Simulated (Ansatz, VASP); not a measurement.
## Ga3P2 in VASP and in Ansatz

INCAR

```
  PREC = Accurate
  ENCUT = 500
  EDIFF = 1E-6
  ISMEAR = 0
  SIGMA = 0.1
  LREAL = False
  LASPH = True
  NELM = 120
  ALGO = Normal
  ISIF = 2
  LWAVE = False
  LCHARG = False
  GGA = PE
  NBANDS = 60
  GGA_COMPAT = False
```

The input KPOINTS:

```
regular mesh
0
Gamma
  6 6 6
```

File POSCAR:

```
Ga3P2
1.0
    3.0421989962      1.7564144094      5.5372590220
   -3.0421989962      1.7564144094      5.5372590220
    0.0000000000     -3.5128288189      5.5372590220
Ga P
6 4
Direct
    0.0562500000      0.4437500000      0.7500000000
    0.7500000000      0.0562500000      0.4437500000
    0.4437500000      0.7500000000      0.0562500000
    0.9437500000      0.5562500000      0.2500000000
    0.2500000000      0.9437500000      0.5562500000
    0.5562500000      0.2500000000      0.9437500000
    0.8521800000      0.8521800000      0.8521800000
    0.6478200000      0.6478200000      0.6478200000
    0.1478200000      0.1478200000      0.1478200000
    0.3521800000      0.3521800000      0.3521800000
```

Input for Ansatz:

```yaml
crystal:
  lattice:
    - [3.0421989962, 1.7564144094, 5.537259022]
    - [-3.0421989962, 1.7564144094, 5.537259022]
    - [0.0, -3.5128288189, 5.537259022]
  atoms:
    - { symbol: Ga, position: [0.05625, 0.44375, 0.75] }
    - { symbol: Ga, position: [0.75, 0.05625, 0.44375] }
    - { symbol: Ga, position: [0.44375, 0.75, 0.05625] }
    - { symbol: Ga, position: [0.94375, 0.55625, 0.25] }
    - { symbol: Ga, position: [0.25, 0.94375, 0.55625] }
    - { symbol: Ga, position: [0.55625, 0.25, 0.94375] }
    - { symbol: P, position: [0.85218, 0.85218, 0.85218] }
    - { symbol: P, position: [0.64782, 0.64782, 0.64782] }
    - { symbol: P, position: [0.14782, 0.14782, 0.14782] }
    - { symbol: P, position: [0.35218, 0.35218, 0.35218] }
basis:
  ecutwfc: 420
kpoints:
  mp_grid: { grid: [6, 6, 6] }
hamiltonian:
  xc: pbe
scf:
  occupations: { method: gaussian, width: 0.1 }
  lower_state_search: "off"
output:
  forces: true
  stress: true
  eigenvalues: true
```

Alike in both runs: task single point; functional PBE; k mesh 6 × 6 × 6; occupations gaussian, width 0.1 eV; no spin polarisation.

```csv
,VASP,Ansatz
version,VASP 6.6.1,Ansatz 0.2.0
potentials or method,"VASP PAW PBE potentials, release 64 (Ga_d, P), cutoff 500 eV","scalar-relativistic, plane waves, PAW"
valence electrons in the cell,98,98
```

```tsv
	VASP	Ansatz	Ansatz less VASP
gap on the k mesh at the Fermi level (eV)	none	none	-
pressure (GPa)	10.9	10.8	-0.04
rms of the force components (eV/Å)	0.108	0.108	+0.0003
```

Atom by atom the forces differ by 0.003 eV/Å (rms over components). A gap of «none» marks a metal or a gap that the smearing closes. With one functional, cell and mesh, what is left measures potentials, basis and numerics.
